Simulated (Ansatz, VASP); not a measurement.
C in VASP and in Ansatz

```
C
1.0
     2.16904   -1.25237    0.00000
     2.16904    1.25237    0.00000
    -1.40612    0.00000    3.57153
C
2
Direct
  0.16664 0.16664 0.99991
  0.83336 0.83336 0.00009
```

Alike in both runs: task single point; functional HSE06; k mesh 8 × 8 × 4; occupations fermi-dirac, width 0.05 eV; no spin polarisation.

|  | VASP | Ansatz |
| --- | --- | --- |
| version | VASP 6.6.1 | Ansatz 0.2.0 |
| potentials or method | VASP PAW PBE potentials, release 64 (C) | Ansatz PAW |
| plane-wave cutoff (eV) | 520 | 420 |
| valence electrons in the cell | 8 | 8 |

Ansatz gave:

* gap on the k mesh at the Fermi level (eV): 2.00
* least direct gap on the mesh (eV): 2.00
* pressure (GPa): -16.4
* traceless stress, the component that is largest in VASP (GPa): 17.62
* rms of the force components (eV/Å): 0.005

Task: What did VASP give for the same quantities?

Result: gap on the k mesh at the Fermi level (eV): 2.00; least direct gap on the mesh (eV): 2.00; pressure (GPa): -15.9; traceless stress, the component that is largest in VASP (GPa): 17.03; rms of the force components (eV/Å): 0.005.

Atom by atom the forces differ by 0.000 eV/Å (rms over components).

The k mesh is coarse, so the values compare programs but aren't converged.
